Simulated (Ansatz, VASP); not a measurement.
In in VASP and in Ansatz

File INCAR:

```
PREC = Accurate ; ENCUT = 500
EDIFF = 1E-6 ; ISMEAR = -1
SIGMA = 0.1 ; LREAL = False
LASPH = True ; NELM = 120
ALGO = Normal ; ISIF = 2
LWAVE = False ; LCHARG = False
GGA = PE ; NBANDS = 12
GGA_COMPAT = False
```

KPOINTS

```
regular mesh
0
Gamma
  9 9 9
```

Contents of POSCAR:

```
In
1.0
   -1.8991119780      1.8991119780      1.8991119780
    1.8991119780     -1.8991119780      1.8991119780
    1.8991119780      1.8991119780     -1.8991119780
In
1
Direct
    0.0000000000      0.0000000000      0.0000000000
```

Input for Ansatz:

```yaml
crystal:
  lattice:
    - [-1.8991119780107992, 1.8991119780107992, 1.8991119780107992]
    - [1.8991119780107992, -1.8991119780107992, 1.8991119780107992]
    - [1.8991119780107992, 1.8991119780107992, -1.8991119780107992]
  atoms:
    - { symbol: In, position: [0.0, 0.0, 0.0] }
basis:
  ecutwfc: 450.0
kpoints:
  mp_grid:
    grid: [9, 9, 9]
hamiltonian:
  xc: pbe
  pseudopotentials:
    kind: paw
scf:
  occupations:
    method: fermi_dirac
    width: 0.1
output:
  stress: true
```

Alike in both runs: task single point; functional PBE; k mesh 9 × 9 × 9; occupations fermi-dirac, width 0.1 eV; no spin polarisation.

|  | VASP | Ansatz |
| --- | --- | --- |
| version | VASP 6.6.1 | Ansatz 0.2.0 |
| potentials or method | VASP PAW PBE potentials, release 64 (In_d), cutoff 500 eV | plane waves, PAW |
| valence electrons in the cell | 13 | 13 |

```tsv
	VASP	Ansatz	Ansatz less VASP
pressure (GPa)	0.7	0.7	+0.02
```
